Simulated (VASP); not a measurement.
Runs of VASP 6.6.1 on C. The structure is that of space group P6/mmm (No. 191), or close to it. The cells are those of the table. 

```tsv
task	level	potentials or basis	cell	cutoff (eV)	gap on the mesh (eV)	relaxed volume (Å³/atom)
single point	LDA	VASP PAW LDA potentials, release 64 (C)	a = 2.445, b = 2.445, c = 8.524 Å, angles 90.0, 90.0, 120.0°, 2 atoms	520	none	-
single point	BLYP+D3(BJ)	VASP PAW PBE potentials, release 64 (C)	a = 2.470, b = 2.470, c = 3.439 Å, angles 90.0, 90.0, 120.0°, 2 atoms	520	none	-
relaxation of cell and atoms	PBEsol+D3(BJ)	VASP PAW PBE potentials, release 64 (C)	relaxed from a = 2.456, b = 2.456, c = 8.524 Å, angles 90.0, 90.0, 120.0°, 2 atoms	600	none	9.22
relaxation of cell and atoms	LDA	VASP PAW LDA potentials, release 64 (C)	relaxed from a = 2.456, b = 2.456, c = 8.524 Å, angles 90.0, 90.0, 120.0°, 2 atoms	600	none	(a)
relaxation of cell and atoms	BLYP+D3(BJ)	VASP PAW PBE potentials, release 64 (C)	relaxed from a = 2.456, b = 2.456, c = 8.524 Å, angles 90.0, 90.0, 120.0°, 2 atoms	600	none	9.07
```

Alike in all rows: no spin polarisation; k mesh 15 × 15 × 4; smearing fermi-dirac 0.1 eV.

Q: Fill in the values left out.

A: (a) 9.23.

Caveats: some runs use coarse meshes; the PAW data sets were made with another functional, which shifts forces and pressure a little (some runs); the volume moved by over 15 % at a fixed basis, so the end points are rough (some runs).

A gap of «none» marks levels without a gap at the run's occupations.
